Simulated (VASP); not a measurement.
Ta2TiSi3: single point with PBE

Crystal: Ta2TiSi3.

```xyz
6
Lattice="5.1727 0.0000 0.0000 -2.5864 4.4797 0.0000 0.0000 0.0000 4.3048" Properties=species:S:1:pos:R:3 pbc="T T T"
Ti    0.0000    0.0000    0.0000
Ta    2.5864    1.4932    0.0000
Ta    0.0000    2.9865    0.0000
Si    2.5864    0.0000    2.1524
Si   -1.2932    2.2399    2.1524
Si    1.2932    2.2399    2.1524
```

The cell was built from a structure type or drawn by symmetry, and may not be a known phase.

| Item | Value |
| --- | --- |
| Program | VASP 6.6.1 |
| Task | single point |
| Functional | PBE |
| Potentials or basis | VASP PAW PBE potentials, release 64 (Ti_sv, Ta_pv, Si) |
| Cutoff | 520 eV |
| k mesh | 12 × 12 × 10 |
| Occupations | gaussian, width 0.1 eV |
| Spin | no spin polarisation |

```yaml
Pressure: 0.1 GPa
Band_gap_on_the_k_mesh: zero (bands 23 and 24 overlap by 1.85 eV)
```

Stress tensor (GPa, compression positive):
```
0.04 0.00 0.00
0.00 0.04 0.00
0.00 0.00 0.14
```

Levels at points of the mesh, in eV from the Fermi level:
| k point | band 19 | band 20 | band 21 | band 22 | band 23 | band 24 | band 25 | band 26 | band 27 | band 28 |
| --- | --- | --- | --- | --- | --- | --- | --- | --- | --- | --- |
| (0.00, 0.00, 0.00) | -3.23 | -2.95 | -0.90 | -0.87 | -0.87 | 0.38 | 0.38 | 0.89 | 0.89 | 1.30 |
| (0.50, 0.00, 0.00) | -2.95 | -2.24 | -1.54 | -0.84 | 0.81 | 0.87 | 1.05 | 1.22 | 1.24 | 1.66 |
| (0.00, 0.00, 0.50) | -2.26 | -1.87 | -1.30 | -1.30 | -1.12 | 0.47 | 0.47 | 1.04 | 1.23 | 1.49 |
| (0.50, 0.00, 0.50) | -1.80 | -1.37 | -0.81 | -0.79 | -0.76 | -0.50 | 0.00 | 0.02 | 0.77 | 0.92 |

It took 2.4 min on 1 thread of Intel(R) Xeon(R) 6975P-C (Granite Rapids), with other jobs on the host, peak memory 0.46 GiB.

Caveat: spin-orbit coupling is left out, which moves the levels of the heavy elements.
